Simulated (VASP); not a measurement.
# NaMgBr3: single point with PBE

NaMgBr3:

```
CELL_PARAMETERS angstrom
5.32149 0.00000 0.00000
0.00000 5.26880 0.00000
0.00000 0.00000 5.26880
ATOMIC_POSITIONS crystal
Na 0.00000 0.00000 0.00000
Mg 0.50000 0.50000 0.50000
Br 0.50000 0.50000 0.00000
Br 0.50000 0.00000 0.50000
Br 0.00000 0.50000 0.50000
```

This cell differs from its parent crystal: uniaxial x strain +1.0%.

```
Program                : VASP 6.6.1
Task                   : single point
Functional             : PBE
Potentials or basis    : VASP PAW PBE potentials, release 64 (Na_pv, Mg, Br)
Cutoff                 : 520 eV
k mesh                 : 6 × 6 × 6
Occupations            : fermi-dirac, width 0.02 eV
Spin                   : no spin polarisation
Dipole correction      : no
Further INCAR settings : ALGO = Normal; EDIFF = 1e-06; NBANDS = 23
```

| Quantity | Value |
| --- | --- |
| Pressure | 0.3 GPa |
| Band gap on the k mesh | 2.77 eV (least direct gap 3.32 eV) |

Stress tensor (GPa, compression positive):
```
0.13 0.00 0.00
0.00 0.45 0.00
0.00 0.00 0.45
```

Levels at points of the mesh, in eV from the valence-band top:
```
           k point  band 12  band 13  band 14  band 15  band 16  band 17  band 18  band 19
(0.00, 0.00, 0.00)    -0.83    -0.56    -0.56    -0.54     2.77     3.18     7.00     7.00
(0.50, 0.00, 0.00)    -1.29    -1.05    -0.64    -0.64     4.99     5.01     5.56     7.50
(0.00, 0.50, 0.00)    -1.31    -1.06    -0.66    -0.64     5.06     5.06     5.54     7.50
(0.50, 0.50, 0.00)    -1.28    -1.26    -1.15    -0.04     5.27     6.77     6.84     6.89
(0.00, 0.50, 0.50)    -1.29    -1.29    -1.15    -0.01     5.24     6.82     6.82     6.83
(0.50, 0.50, 0.50)    -1.13    -0.03    -0.03     0.00     3.86     5.79     5.89     5.89
```

Run time: 76 s on 1 thread of Oxide Virtual Turin-like Processor, on a shared host, peak memory 0.27 GiB.

Caveat: the cell differs from its parent crystal (uniaxial x strain +1.0%). A k mesh can miss the band edges.
